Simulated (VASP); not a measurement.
# GaN in VASP: relaxation of the atoms with PBE

Aim: the relaxation of the atoms of GaN with PBE.

All numbers are computed with VASP 6.6.1; they aren't measurements. Logs are shortened: lines on timing, memory, paths and dates and some standing lists are left out, and cuts for length are marked.

## 1. The cell of the first run

The cell holds a slab with vacuum, 10 atoms: a = 3.216 Å, b = 3.216 Å, c = 26.161 Å, α = 90.00°, β = 90.00°, γ = 120.00°.

## 2. Relaxation of the atoms, PBE

File INCAR:

```
SYSTEM = GaN
PREC = Accurate
ENCUT = 520
EDIFF = 1E-6
ISMEAR = 0
SIGMA = 0.05
LREAL = .FALSE.
LASPH = .TRUE.
NELM = 100
ALGO = Normal
ISIF = 2
LWAVE = .FALSE.
LCHARG = .FALSE.
LDIPOL = .TRUE.
IDIPOL = 3
DIPOL = 0.5 0.5 0.500
GGA = PE
IBRION = 2
NSW = 80
EDIFFG = -0.02
LUSENCCL = .FALSE.
```

File KPOINTS:

```
Automatic mesh
0
G
  9 9 1
  0 0 0
```

File POSCAR:

```
GaN
1.0
    3.2162589223      0.0000000000      0.0000000000
   -1.6081294611      2.7853619318      0.0000000000
    0.0000000000      0.0000000000     26.1607737570
N Ga
5 5
Direct
    0.0000000000      0.0000000000      0.2866887681
    0.3333333333      0.6666666667      0.3870705243
    0.6666666667      0.3333333333      0.4874522805
    0.0000000000      0.0000000000      0.5878340367
    0.3333333333      0.6666666667      0.6882157929
    0.3333333333      0.6666666667      0.3117842071
    0.6666666667      0.3333333333      0.4121659633
    0.0000000000      0.0000000000      0.5125477195
    0.3333333333      0.6666666667      0.6129294757
    0.6666666667      0.3333333333      0.7133112319
```

Potentials or basis: VASP PAW PBE potentials, release 64 (N, Ga_d).

Command:

```bash
> cat potpaw_PBE.64/N/POTCAR potpaw_PBE.64/Ga_d/POTCAR > POTCAR
> mpirun -np 1 vasp_std > vasp.out
```

OUTCAR:

```text
SYSTEM = GaN
   PREC = Accurate
   ENCUT = 520
   EDIFF = 1E-6
   ISMEAR = 0
   LREAL = .FALSE.
   LASPH = .TRUE.
   NELM = 100
   ISIF = 2
   GGA = PE
   IBRION = 2
   NSW = 80
   EDIFFG = -0.02

 ion  position               nearest neighbor table
   1  0.000  0.000  0.287-   6 1.97   6 1.97   6 1.97
   2  0.333  0.667  0.387-   7 1.97   7 1.97   7 1.97   6 1.97
   3  0.667  0.333  0.487-   8 1.97   8 1.97   8 1.97   7 1.97
   4  0.000  0.000  0.588-   9 1.97   9 1.97   9 1.97   8 1.97
   5  0.333  0.667  0.688-  10 1.97  10 1.97  10 1.97   9 1.97
   6  0.333  0.667  0.312-   1 1.97   1 1.97   1 1.97   2 1.97
   7  0.667  0.333  0.412-   2 1.97   2 1.97   2 1.97   3 1.97
   8  0.000  0.000  0.513-   3 1.97   3 1.97   3 1.97   4 1.97
   9  0.333  0.667  0.613-   4 1.97   4 1.97   4 1.97   5 1.97
  10  0.667  0.333  0.713-   5 1.97   5 1.97   5 1.97

  LATTYP: Found a hexagonal cell.
 ALAT       =     3.2162589223
 C/A-ratio  =     8.1339140875

  Lattice vectors:

 A1 = (   3.2162589223,   0.0000000000,   0.0000000000)
 A2 = (  -1.6081294611,   2.7853619318,   0.0000000000)
 A3 = (   0.0000000000,   0.0000000000,  26.1607737570)

Analysis of symmetry for initial positions (statically):
=====================================================================
 Subroutine PRICEL returns:
 Original cell was already a primitive cell.

 Routine SETGRP: Setting up the symmetry group for a
 hexagonal supercell.

 Subroutine GETGRP returns: Found  6 space group operations
 (whereof  6 operations were pure point group operations)
 out of a pool of 24 trial point group operations.

The static configuration has the point symmetry C_3v.

Analysis of symmetry for dynamics (positions and initial velocities):
=====================================================================
 Subroutine PRICEL returns:
 Original cell was already a primitive cell.

 Routine SETGRP: Setting up the symmetry group for a
 hexagonal supercell.

 Subroutine GETGRP returns: Found  6 space group operations
 (whereof  6 operations were pure point group operations)
 out of a pool of 24 trial point group operations.

The dynamic configuration has the point symmetry C_3v.

 Subroutine INISYM returns: Found  6 space group operations
 (whereof  6 operations are pure point group operations),
 and found     1 'primitive' translations

----------------------------------------------------------------------------------------

                                     Primitive cell

  volume of cell :     234.3599

  direct lattice vectors                    reciprocal lattice vectors
     3.216258922  0.000000000  0.000000000     0.310920241  0.179509885 -0.000000000
    -1.608129461  2.785361932  0.000000000     0.000000000  0.359019770  0.000000000
     0.000000000  0.000000000 26.160773757     0.000000000 -0.000000000  0.038225169

  length of vectors
     3.216258922  3.216258922 26.160773757     0.359019770  0.359019770  0.038225169

  position of ions in fractional coordinates (direct lattice)
     0.000000000  0.000000000  0.286688768
     0.333333333  0.666666667  0.387070524
     0.666666667  0.333333333  0.487452281
     0.000000000  0.000000000  0.587834037
     0.333333333  0.666666667  0.688215793
     0.333333333  0.666666667  0.311784207
     0.666666667  0.333333333  0.412165963
     0.000000000  0.000000000  0.512547719
     0.333333333  0.666666667  0.612929476
     0.666666667  0.333333333  0.713311232

  ion indices of the primitive-cell ions
   primitive index   ion index
                 1           1
                 2           2
                 3           3
                 4           4
                 5           5
                 6           6
                 7           7
[... 23 lines left out ...]
     0.000000000  0.000000000  0.000000000

 Subroutine IBZKPT returns following result:
 ===========================================

 Found     12 irreducible k-points:

 Following reciprocal coordinates:
            Coordinates               Weight
  0.000000  0.000000  0.000000      1.000000
  0.111111  0.000000  0.000000      6.000000
  0.222222  0.000000  0.000000      6.000000
  0.333333  0.000000  0.000000      6.000000
  0.444444  0.000000  0.000000      6.000000
  0.111111  0.111111  0.000000      6.000000
  0.222222  0.111111  0.000000     12.000000
  0.333333  0.111111  0.000000     12.000000
  0.444444  0.111111  0.000000      6.000000
  0.222222  0.222222  0.000000      6.000000
  0.333333  0.222222  0.000000     12.000000
  0.333333  0.333333  0.000000      2.000000
   k-points           NKPTS =     12   k-points in BZ     NKDIM =     12   number of bands    NBANDS=     54
   number of dos      NEDOS =    301   number of ions     NIONS =     10
   total plane-waves  NPLWV = 112896
   dimension x,y,z NGX =    24 NGY =   24 NGZ =  196
   dimension x,y,z NGXF=    48 NGYF=   48 NGZF=  392
   ions per type =               5   5
   NGX,Y,Z   is equivalent  to a cutoff of  12.41, 12.41, 12.46 a.u.
   NGXF,Y,Z  is equivalent  to a cutoff of  24.81, 24.81, 24.91 a.u.
 SYSTEM =  GaN
   PREC   = accura    normal or accurate (medium, high low for compatibility)
   ISTART =      0    job   : 0-new  1-cont  2-samecut
   ICHARG =      2    charge: 1-file 2-atom 10-const
   ISPIN  =      1    spin polarized calculation?
   LNONCOLLINEAR =      F non collinear calculations
   LSORBIT =      F    spin-orbit coupling
   LASPH  =      T    aspherical Exc in radial PAW
   ENCUT  =  520.0 eV  38.22 Ry    6.18 a.u.   5.98  5.98 48.64*2*pi/ulx,y,z
   NELM   =    100;   NELMIN=  2; NELMDL= -5     # of ELM steps
   EDIFF  = 0.1E-05   stopping-criterion for ELM
   LREAL  =      F    real-space projection
   EDIFFG = -.2E-01   stopping-criterion for IOM
   NSW    =     80    number of steps for IOM
   IBRION =      2    ionic relax: 0-MD 1-quasi-New 2-CG
   NFREE  =      1    steps in history (QN), initial steepest desc. (CG)
   ISIF   =      2    stress and relaxation
   ISYM   =      2    0-nonsym 1-usesym 2-fastsym
   POTIM  = 0.5000    time-step for ionic-motion
   TEBEG  =    0.0;   TEEND  =   0.0 temperature during run
   PSTRESS=    0.0 pullay stress
   NELECT =      90.0000    total number of electrons
   NUPDOWN=      -1.0000    fix difference up-down
   EMIN   =  10.00;   EMAX   =-10.00  energy-range for DOS
   EFERMI =   0.00;   METHOD = LEGACY
   ISMEAR =     0;   SIGMA  =   0.05  broadening in eV -4-tet -1-fermi 0-gaus
   EFERMI_NEDOS =   21; number of points for ismear=-14 and -15
   IALGO  =     38    algorithm
   IMIX   =      4    mixing-type and parameters
     AMIX     =   0.40;   BMIX     =  1.00
     AMIX_MAG =   1.60;   BMIX_MAG =  1.00
  volume/ion in A,a.u.               =      23.44       158.15
  Fermi-wavevector in a.u.,A,eV,Ry     =   1.189948  2.248675 19.265521  1.415976
  Thomas-Fermi vector in A             =   2.326044
   LORBIT       =      0    0 simple, 1 ext, 2 COOP (PROOUT), +10 PAW based schemes
   GGA     = PE    functional components
   LHFCALC =     F    Hartree Fock is set to
   AEXX    =    0.0000 exact exchange contribution
   IVDW    =     0    specifies the selected vdW correction
   LEPSILON=     F    determine dielectric tensor
   LRPA    =     F    only Hartree local field effects (RPA)
 conjugate gradient relaxation of ions
 non-spin polarized calculation
 Gauss-broadening in eV      SIGMA  =   0.05
  energy-cutoff  :      520.00
  volume of cell :      234.36
 maximum number of plane-waves:      6378
 NGX is ok and might be reduce to    24
   NGX = 11   NGY = 11   NGZ = 97

 dipolmoment           0.000000      0.000000      0.152802 electrons x Angstroem

--------------------------------------- Ionic step        1  -------------------------------------------

 number of electron      89.9999952 magnetization

 Free energy of the ion-electron system (eV)
  ---------------------------------------------------
  ext. energy  EPLUGINS =         0.00000000
  ---------------------------------------------------
  free energy    TOTEN  =       -57.30654504 eV

  energy without entropy =      -57.28587437  energy(sigma->0) =      -57.29620970

------------------------ aborting loop because EDIFF is reached ----------------------------------------

  FORCE on cell =-STRESS in cart. coord.  units (eV):
  Direction    XX          YY          ZZ          XY          YZ          ZX
  --------------------------------------------------------------------------------------
  -------------------------------------------------------------------------------------
  Total       -1.0059752     -1.0059752      1.9837752     -0.0000000     -0.0000000     -0.0000000
  in kB       -6.8772474     -6.8772474     13.5618773     -0.0000000     -0.0000000     -0.0000000
  external PRESSURE =      -0.0642059 kB  Pullay stress =       0.0000000 kB
[... 113 lines left out ...]
  FREE ENERGIE OF THE ION-ELECTRON SYSTEM (eV)
  ---------------------------------------------------
  free  energy   TOTEN  =       -57.6120853281 eV

  energy  without entropy=      -57.5906676865  energy(sigma->0) =      -57.60137651

[... ionic steps 4 to 12 ...]

--------------------------------------- Ionic step       13  -------------------------------------------

 number of electron      89.9999951 magnetization

------------------------ aborting loop because EDIFF is reached ----------------------------------------
[... 83 lines left out ...]
--------------------------------------- Ionic step       15  -------------------------------------------

 number of electron      89.9999951 magnetization

 dipolmoment           0.000000      0.000000     -0.123626 electrons x Angstroem

 Free energy of the ion-electron system (eV)
  ---------------------------------------------------
  ext. energy  EPLUGINS =         0.00000000
  ---------------------------------------------------
  free energy    TOTEN  =       -57.64123085 eV

  energy without entropy =      -57.62022253  energy(sigma->0) =      -57.63072669

 E-fermi :   0.4571     XC(G=0):  -6.4468

 val. band max:        0.4450082826   @ k =   0.3333   0.1111   0.0000
 cond. band min:       0.4778121189   @ k =   0.2222   0.2222   0.0000
 fundamental gap:      0.0328038364
 Fermi energy:         0.4571046303

 k-point     1 :       0.0000    0.0000    0.0000
  band No.  band energies     occupation
      1     -17.0189      2.00000
      2     -16.3868      2.00000
      3     -15.6713      2.00000
      4     -15.3257      2.00000
      5     -15.3257      2.00000
      6     -15.1482      2.00000
[... 673 lines left out ...]
     53       7.0041      0.00000
     54       7.4224      0.00000

------------------------ aborting loop because EDIFF is reached ----------------------------------------

 vacuum level on the upper side and lower side of the slab       (xc-potential included)        -1.380         1.106

  FORCE on cell =-STRESS in cart. coord.  units (eV):
  Direction    XX          YY          ZZ          XY          YZ          ZX
  --------------------------------------------------------------------------------------
  -------------------------------------------------------------------------------------
  Total        1.6608603      1.6608603     -0.1976962      0.0000000      0.0000000     -0.0000000
  in kB       11.3543025     11.3543025     -1.3515299      0.0000000      0.0000000     -0.0000000
  external PRESSURE =       7.1190250 kB  Pullay stress =       0.0000000 kB
[... 25 lines left out ...]
  FREE ENERGIE OF THE ION-ELECTRON SYSTEM (eV)
  ---------------------------------------------------
  free  energy   TOTEN  =       -57.6412308503 eV

  energy  without entropy=      -57.6202225298  energy(sigma->0) =      -57.63072669

 reached required accuracy - stopping structural energy minimisation

 vacuum level on the upper side and lower side of the slab         4.148         6.686
```

It took 19 min on 1 × NVIDIA H100 80GB with 1 thread of Intel Xeon Platinum 8481C at 2.70GHz (Sapphire Rapids), shared host; peak memory 1.3 GiB.

What came out:

| Property | Result |
| --- | --- |
| Free energy | -57.6412 eV |
| Energy gained by relaxing | 33.5 meV/atom |
| Ionic steps | 15 |
| Largest force after relaxing | 0.007 eV/Å |
| Band gap on the k mesh | zero (bands 45 and 46 overlap by 0.10 eV) |

Forces in eV/Å, atoms in the order of the input:
```
N    0.000  0.000  0.006
N    0.000  0.000  0.007
N    0.000  0.000  0.002
N    0.000  0.000 -0.005
N    0.000  0.000 -0.002
Ga   0.000  0.000  0.003
Ga   0.000  0.000  0.000
Ga   0.000  0.000 -0.003
Ga   0.000  0.000 -0.006
Ga   0.000  0.000 -0.002
```

Step by step:
```
step  energy change (eV)  largest force (eV/Å)  pressure (GPa)
   1              0.0000                2.0228           -0.01
   2             -0.2671                0.7699            0.21
   3             -0.3055                0.4361            0.40
   4             -0.3083                0.3590            0.48
   5             -0.3253                0.1701            0.66
   6             -0.3261                0.1892            0.76
   7             -0.3269                0.1629            0.71
   8             -0.3314                0.0916            0.73
   9             -0.3328                0.1261            0.77
  10             -0.3340                0.0482            0.75
  11             -0.3341                0.0652            0.75
  12             -0.3346                0.0228            0.72
  13             -0.3346                0.0295            0.71
  14             -0.3346                0.0261            0.71
  15             -0.3347                0.0067            0.71
```

Final structure:
```cif
data_structure
_symmetry_space_group_name_H-M 'P 1'
_symmetry_Int_Tables_number 1
_cell_length_a 3.2163
_cell_length_b 3.2163
_cell_length_c 26.1608
_cell_angle_alpha 90.000
_cell_angle_beta 90.000
_cell_angle_gamma 120.000
_cell_volume 234.36
loop_
_atom_site_label
_atom_site_type_symbol
_atom_site_fract_x
_atom_site_fract_y
_atom_site_fract_z
_atom_site_occupancy
N1 N 0.00000 0.00000 0.29330 1
N2 N 0.33333 0.66667 0.38814 1
N3 N 0.66667 0.33333 0.48820 1
N4 N 0.00000 0.00000 0.58894 1
N5 N 0.33333 0.66667 0.69084 1
Ga1 Ga 0.33333 0.66667 0.30647 1
Ga2 Ga 0.66667 0.33333 0.40930 1
Ga3 Ga 0.00000 0.00000 0.51023 1
Ga4 Ga 0.33333 0.66667 0.61114 1
Ga5 Ga 0.66667 0.33333 0.71346 1
```

The gap in the log of VASP goes by the Fermi energy; the results here count the filled bands.